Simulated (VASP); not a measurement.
# Zn (P6/mmm) in VASP: a series of runs

Runs on Zn. Level: PBE. Tasks: single point, relaxation of cell and atoms.

Everything below comes from runs of VASP 6.6.1. Logs are shortened: lines on timing, memory, paths and dates and some standing lists are left out, and cuts for length are marked.

## 1. The cell of the first run

The structure is hexagonal, space group P6/mmm (No. 191). The conventional cell has a = 2.577 Å, b = 2.577 Å, c = 3.103 Å, α = 90.00°, β = 90.00°, γ = 120.00°. Within 3.4 Å of Zn (site symmetry 6/mmm) lie 8 Zn at 2.58 to 3.10 Å.

## 2. Single point, PBE

The input, INCAR:

```
PREC     = Accurate       # precision mode
ENCUT    = 520            # plane-wave cutoff, eV
EDIFF    = 1E-6           # SCF threshold, eV
ISMEAR   = -1             # smearing method
SIGMA    = 0.1            # smearing width, eV
LREAL    = F              # projectors in reciprocal space
LASPH    = T              # aspherical terms in the spheres
NELM     = 100            # most SCF steps
ALGO     = Normal         # electronic algorithm
ISIF     = 2              # what is computed and relaxed
LWAVE    = F              # write WAVECAR
LCHARG   = T              # write CHGCAR
GGA      = PE             # functional
LELF     = T              # ELF
LVHAR    = T            
NBANDS   = 12             # bands
```

The input, KPOINTS:

```
regular mesh
0
Gamma
  16 16 15
```

The input, POSCAR:

```
Zn
1.0
    2.5766973775      0.0000000000      0.0000000000
   -1.2883486888      2.2314853867      0.0000000000
    0.0000000000      0.0000000000      3.1029685370
Zn
1
Direct
    0.0000000000      0.0000000000      0.0000000000
```

Potentials or basis: VASP PAW PBE potentials, release 64 (Zn).

On the command line:

```sh
cat potpaw_PBE.64/Zn/POTCAR > POTCAR
mpirun -np 1 vasp_std > vasp.out
```

OUTCAR:

```text
PREC = Accurate
   ENCUT = 520
   EDIFF = 1E-6
   ISMEAR = -1
   LREAL = F
   LASPH = T
   NELM = 100
   ISIF = 2
   GGA = PE

 ion  position               nearest neighbor table
   1  0.000  0.000  0.000-

  LATTYP: Found a hexagonal cell.
 ALAT       =     2.5766973775
 C/A-ratio  =     1.2042425176

  Lattice vectors:

 A1 = (   2.5766973775,   0.0000000000,   0.0000000000)
 A2 = (  -1.2883486888,   2.2314853867,   0.0000000000)
 A3 = (   0.0000000000,   0.0000000000,   3.1029685370)

Analysis of symmetry for initial positions (statically):
=====================================================================
 Subroutine PRICEL returns:
 Original cell was already a primitive cell.

 Routine SETGRP: Setting up the symmetry group for a
 hexagonal supercell.

 Subroutine GETGRP returns: Found 24 space group operations
 (whereof 24 operations were pure point group operations)
 out of a pool of 24 trial point group operations.

The static configuration has the point symmetry D_6h.

Analysis of symmetry for dynamics (positions and initial velocities):
=====================================================================
 Subroutine PRICEL returns:
 Original cell was already a primitive cell.

 Routine SETGRP: Setting up the symmetry group for a
 hexagonal supercell.

 Subroutine GETGRP returns: Found 24 space group operations
 (whereof 24 operations were pure point group operations)
 out of a pool of 24 trial point group operations.

The dynamic configuration has the point symmetry D_6h.

 Subroutine INISYM returns: Found 24 space group operations
 (whereof 24 operations are pure point group operations),
 and found     1 'primitive' translations

----------------------------------------------------------------------------------------

                                     Primitive cell

  volume of cell :      17.8416

  direct lattice vectors                    reciprocal lattice vectors
     2.576697377  0.000000000  0.000000000     0.388093693  0.224065998  0.000000000
    -1.288348689  2.231485387  0.000000000     0.000000000  0.448131996  0.000000000
     0.000000000  0.000000000  3.102968537     0.000000000  0.000000000  0.322272040

  length of vectors
     2.576697377  2.576697377  3.102968537     0.448131996  0.448131996  0.322272040

  position of ions in fractional coordinates (direct lattice)
     0.000000000  0.000000000  0.000000000

  ion indices of the primitive-cell ions
   primitive index   ion index
                 1           1

----------------------------------------------------------------------------------------

 KPOINTS: regular mesh

Automatic generation of k-mesh.
 Grid dimensions read from file:
 generate k-points for:   16   16   15

 Generating k-lattice:

  Cartesian coordinates                     Fractional coordinates (reciprocal lattice)
     0.024255856  0.014004125  0.000000000     0.062500000  0.000000000  0.000000000
     0.000000000  0.028008250  0.000000000     0.000000000  0.062500000  0.000000000
     0.000000000  0.000000000  0.021484803     0.000000000  0.000000000  0.066666667

  Length of vectors
     0.028008250  0.028008250  0.021484803

  Shift w.r.t. Gamma in fractional coordinates (k-lattice)
     0.000000000  0.000000000  0.000000000

 Subroutine IBZKPT returns following result:
 ===========================================

 Found    240 irreducible k-points:

 Following reciprocal coordinates:
            Coordinates               Weight
  0.000000  0.000000  0.000000      1.000000
  0.062500 -0.000000  0.000000      6.000000
  0.125000 -0.000000  0.000000      6.000000
  0.187500  0.000000  0.000000      6.000000
  0.250000 -0.000000  0.000000      6.000000
  0.312500 -0.000000  0.000000      6.000000
[... 16 lines left out ...]
  0.187500  0.187500  0.000000      6.000000
  0.250000  0.187500  0.000000     12.000000
 [... further k-points ...]
   k-points           NKPTS =    240   k-points in BZ     NKDIM =    240   number of bands    NBANDS=     12
   number of dos      NEDOS =    301   number of ions     NIONS =      1
   total plane-waves  NPLWV =   9600
   dimension x,y,z NGX =    20 NGY =   20 NGZ =   24
   dimension x,y,z NGXF=    40 NGYF=   40 NGZF=   48
   ions per type =               1
   NGX,Y,Z   is equivalent  to a cutoff of  12.90, 12.90, 12.86 a.u.
   NGXF,Y,Z  is equivalent  to a cutoff of  25.81, 25.81, 25.72 a.u.
 SYSTEM =  unknown system
   PREC   = accura    normal or accurate (medium, high low for compatibility)
   ISTART =      0    job   : 0-new  1-cont  2-samecut
   ICHARG =      2    charge: 1-file 2-atom 10-const
   ISPIN  =      1    spin polarized calculation?
   LNONCOLLINEAR =      F non collinear calculations
   LSORBIT =      F    spin-orbit coupling
   LASPH  =      T    aspherical Exc in radial PAW
   ENCUT  =  520.0 eV  38.22 Ry    6.18 a.u.   4.79  4.79  5.77*2*pi/ulx,y,z
   NELM   =    100;   NELMIN=  2; NELMDL= -5     # of ELM steps
   EDIFF  = 0.1E-05   stopping-criterion for ELM
   LREAL  =      F    real-space projection
   EDIFFG = 0.1E-04   stopping-criterion for IOM
   NSW    =      0    number of steps for IOM
   IBRION =     -1    ionic relax: 0-MD 1-quasi-New 2-CG
   NFREE  =      0    steps in history (QN), initial steepest desc. (CG)
   ISIF   =      2    stress and relaxation
   ISYM   =      2    0-nonsym 1-usesym 2-fastsym
   POTIM  = 0.5000    time-step for ionic-motion
   TEBEG  =    0.0;   TEEND  =   0.0 temperature during run
   PSTRESS=    0.0 pullay stress
   NELECT =      12.0000    total number of electrons
   NUPDOWN=      -1.0000    fix difference up-down
   EMIN   =  10.00;   EMAX   =-10.00  energy-range for DOS
   EFERMI =   0.00;   METHOD = LEGACY
   ISMEAR =    -1;   SIGMA  =   0.10  broadening in eV -4-tet -1-fermi 0-gaus
   EFERMI_NEDOS =   21; number of points for ismear=-14 and -15
   IALGO  =     38    algorithm
   IMIX   =      4    mixing-type and parameters
     AMIX     =   0.40;   BMIX     =  1.00
     AMIX_MAG =   1.60;   BMIX_MAG =  1.00
  volume/ion in A,a.u.               =      17.84       120.40
  Fermi-wavevector in a.u.,A,eV,Ry     =   1.434356  2.710540 27.992317  2.057377
  Thomas-Fermi vector in A             =   2.553774
   LORBIT       =      0    0 simple, 1 ext, 2 COOP (PROOUT), +10 PAW based schemes
   GGA     = PE    functional components
   LHFCALC =     F    Hartree Fock is set to
   AEXX    =    0.0000 exact exchange contribution
   IVDW    =     0    specifies the selected vdW correction
   LEPSILON=     F    determine dielectric tensor
   LRPA    =     F    only Hartree local field effects (RPA)
 non-spin polarized calculation
  energy-cutoff  :      520.00
  volume of cell :       17.84
 maximum number of plane-waves:       490
 NGX is ok and might be reduce to    20
   NGX =  9   NGY =  9   NGZ = 11

 number of electron      11.9999996 magnetization

 Free energy of the ion-electron system (eV)
  ---------------------------------------------------
  ext. energy  EPLUGINS =         0.00000000
  ---------------------------------------------------
  free energy    TOTEN  =        -1.00300724 eV

  energy without entropy =       -0.99474234  energy(sigma->0) =       -0.99887479

 E-fermi :   1.9977     XC(G=0): -10.6074

 val. band max:        1.9696946595   @ k =   0.5000  -0.0000   0.4000
 cond. band min:       2.0219264005   @ k =   0.1875   0.0000   0.3333
 fundamental gap:      0.0522317410
 Fermi energy:         1.9977149160

 k-point     1 :       0.0000    0.0000    0.0000
  band No.  band energies     occupation
      1      -7.5097      2.00000
      2      -5.8474      2.00000
      3      -5.5597      2.00000
      4      -5.5596      2.00000
      5      -4.9721      2.00000
      6      -4.9721      2.00000
      7       7.8197      0.00000
      8      11.7760      0.00000
      9      22.2093      0.00000
     10      22.2093      0.00000
     11      23.0940      0.00000
     12      25.0560      0.00000

 k-point     2 :       0.0625   -0.0000    0.0000
  band No.  band energies     occupation
      1      -7.3869      2.00000
      2      -5.8268      2.00000
      3      -5.5774      2.00000
      4      -5.5282      2.00000
      5      -5.0010      2.00000
      6      -4.9770      2.00000
      7       7.9712      0.00000
      8      11.8521      0.00000
      9      20.1828      0.00000
     10      21.2552      0.00000
     11      22.3847      0.00000
     12      26.2069      0.00000

 k-point     3 :       0.1250   -0.0000    0.0000
  band No.  band energies     occupation
      1      -7.0323      2.00000
      2      -5.7647      2.00000
      3      -5.6166      2.00000
      4      -5.4376      2.00000
      5      -5.0815      2.00000
      6      -4.9910      2.00000
      7       8.4185      0.00000
      8      12.0689      0.00000
      9      17.0576      0.00000
     10      19.7385      0.00000
     11      21.5691      0.00000
     12      28.3152      0.00000
[... 286 lines left out ...]
 k-point    23 :       0.1875    0.1875    0.0000
  band No.  band energies     occupation
      1      -5.8445      2.00000
      2      -5.7246      2.00000
      3      -5.4286      2.00000
      4      -5.3182      2.00000
      5      -5.1176      2.00000
      6      -3.5437      2.00000
      7       9.8776      0.00000
      8      10.3983      0.00000
      9      11.5812      0.00000
     10      14.5833      0.00000
     11      25.5245      0.00000
     12      25.8835      0.00000

 k-point    24 :       0.2500    0.1875    0.0000
  band No.  band energies     occupation
      1      -5.9198      2.00000
      2      -5.5688      2.00000
      3      -5.4912      2.00000
      4      -5.2241      2.00000
      5      -5.1671      2.00000
      6      -2.3229      2.00000
      7       7.5295      0.00000
      8       9.4466      0.00000
      9      12.8378      0.00000
     10      15.4674      0.00000
     11      23.1812      0.00000
     12      24.1825      0.00000

 [... further k-points ...]

------------------------ aborting loop because EDIFF is reached ----------------------------------------

  FORCE on cell =-STRESS in cart. coord.  units (eV):
  Direction    XX          YY          ZZ          XY          YZ          ZX
  --------------------------------------------------------------------------------------
  -------------------------------------------------------------------------------------
  Total       -0.0087381     -0.0087381     -0.0508249      0.0000000     -0.0000000      0.0000000
  in kB       -0.7846823     -0.7846823     -4.5640730      0.0000000     -0.0000000      0.0000000
  external PRESSURE =      -2.0444792 kB  Pullay stress =       0.0000000 kB

 VOLUME and BASIS-vectors are now :
 -----------------------------------------------------------------------------
  energy-cutoff  :      520.00
  volume of cell :       17.84
      direct lattice vectors                 reciprocal lattice vectors
     2.576697377  0.000000000  0.000000000     0.388093693  0.224065998  0.000000000
    -1.288348689  2.231485387  0.000000000     0.000000000  0.448131996  0.000000000
     0.000000000  0.000000000  3.102968537     0.000000000  0.000000000  0.322272040

 POSITION                                       TOTAL-FORCE (eV/Angst)
 -----------------------------------------------------------------------------------
      0.00000      0.00000      0.00000         0.000000      0.000000      0.000000
 -----------------------------------------------------------------------------------
    total drift:                               -0.000000      0.000000      0.000000

  FREE ENERGIE OF THE ION-ELECTRON SYSTEM (eV)
  ---------------------------------------------------
  free  energy   TOTEN  =        -1.0030072423 eV

  energy  without entropy=       -0.9947423417  energy(sigma->0) =       -0.99887479
```

Wall time 21 s (1 thread of AMD EPYC 9R45 (Zen 5), shared host); peak memory 0.13 GiB.

Results:

* Free energy: -1.0030 eV
* Pressure: -0.2 GPa
* Band gap on the k mesh: zero (band 6 reaches 4.72 eV, above the bottom of band 7 at -1.33 eV)

(Part 1 of 3 ends here.)
